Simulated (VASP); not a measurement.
**ZrB2: single point with PBE**

ZrB2:

```
Zr B
1.0
     3.13619    0.00000    0.00000
     0.00000    3.13619    0.00000
     0.00000    0.00000    3.76042
Zr B
1 2
Direct
  0.00000 0.00000 0.50000
  0.50000 0.00000 0.00000
  0.00000 0.50000 0.00000
```

```json
{
 "Program": "VASP 6.6.1",
 "Task": "single point",
 "Functional": "PBE",
 "Potentials or basis": "VASP PAW PBE potentials, release 64 (Zr_sv, B)",
 "Cutoff": "520 eV",
 "k mesh": "14 × 14 × 12",
 "Occupations": "gaussian, width 0.1 eV",
 "Spin": "no spin polarisation"
}
```

```yaml
Pressure: 0.1 GPa
Band_gap_on_the_k_mesh: zero (bands 9 and 10 overlap by 3.34 eV)
```

Stress tensor (GPa, compression positive):
```
0.02 0.00 0.00
0.00 0.02 0.00
0.00 0.00 0.14
```

Levels at points of the mesh, in eV from the Fermi level:
| k point | band 6 | band 7 | band 8 | band 9 | band 10 | band 11 | band 12 | band 13 |
| --- | --- | --- | --- | --- | --- | --- | --- | --- |
| (0.00, 0.00, 0.00) | -2.17 | -1.38 | -0.67 | -0.16 | -0.16 | 3.47 | 3.47 | 4.67 |
| (0.50, 0.00, 0.00) | -6.79 | -2.61 | -0.84 | 1.26 | 1.97 | 2.87 | 3.91 | 6.10 |
| (0.50, 0.50, 0.00) | -5.04 | -3.76 | -3.76 | -1.87 | -1.87 | 2.43 | 6.27 | 7.93 |
| (0.00, 0.00, 0.50) | -4.89 | -1.92 | -1.92 | -1.80 | 1.73 | 2.46 | 5.38 | 7.13 |
| (0.50, 0.00, 0.50) | -5.97 | -2.55 | -0.50 | -0.06 | 2.76 | 3.04 | 3.43 | 4.35 |
| (0.50, 0.50, 0.50) | -5.57 | -3.67 | -3.27 | -1.21 | 1.26 | 1.26 | 4.16 | 6.72 |

Wall time 2.6 min on 1 thread of Intel Xeon 8259CL, on a shared host, peak memory 0.26 GiB.
